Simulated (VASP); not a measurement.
A run of VASP 6.6.1 is set up as follows.

Contents of INCAR:

```
SYSTEM = Si4Mo2N
PREC     = Accurate       ! precision mode
ENCUT    = 520            ! plane-wave cutoff, eV
EDIFF    = 1E-6           ! SCF threshold, eV
ISMEAR   = 0              ! smearing method
SIGMA    = 0.1            ! smearing width, eV
LREAL    = .FALSE.        ! projectors in reciprocal space
LASPH    = .TRUE.         ! aspherical terms in the spheres
NELM     = 60             ! most SCF steps
ALGO     = Normal         ! electronic algorithm
ISIF     = 2              ! what is computed and relaxed
LWAVE    = .FALSE.        ! write WAVECAR
LCHARG   = .FALSE.        ! write CHGCAR
LDIPOL   = .TRUE.       
IDIPOL   = 3            
DIPOL    = 0.5 0.5 0.356
GGA      = PE             ! functional
IBRION   = 2              ! ionic algorithm
NSW      = 36             ! ionic steps
EDIFFG   = -0.025         ! ionic threshold
```

The input KPOINTS:

```
Automatic mesh
0
G
  8 8 1
  0 0 0
```

File POSCAR:

```
Si4Mo2N
1.0
    3.2169717285      0.0000000000      0.0000000000
    0.0000000000      3.2169717285      0.0000000000
    0.0000000000      0.0000000000     21.8787970046
Si Mo N
4 2 1
Selective dynamics
Direct
    0.0000000000      0.0000000000      0.1828254085  F F F
    0.0000000000      0.0000000000      0.3015081460  F F F
    0.5000000000      0.5000000000      0.3593659936  F F F
    0.5000000000      0.5000000000      0.4743769505  F F F
    0.5000000000      0.5000000000      0.2421667772  F F F
    0.0000000000      0.0000000000      0.4192862006  F F F
    1.0000000000      1.0000000000      0.5127213529  F F T
```

Potentials or basis: VASP PAW PBE potentials, release 64 (Si, Mo_sv, N).

Launch:

```console
$ cat potpaw_PBE.64/Si/POTCAR potpaw_PBE.64/Mo_sv/POTCAR potpaw_PBE.64/N/POTCAR > POTCAR
$ mpirun -np 1 vasp_std > vasp.out
```

Question: Estimate the energy gained by relaxing.

Answer: 1.8 meV/atom.

Final structure:
```
Si Mo N
1.0
     3.21697    0.00000    0.00000
     0.00000    3.21697    0.00000
     0.00000    0.00000   21.87880
Si Mo N
4 2 1
Direct
  0.00000 0.00000 0.18283
  0.00000 0.00000 0.30151
  0.50000 0.50000 0.35937
  0.50000 0.50000 0.47438
  0.50000 0.50000 0.24217
  0.00000 0.00000 0.41929
  0.00000 0.00000 0.51077
```
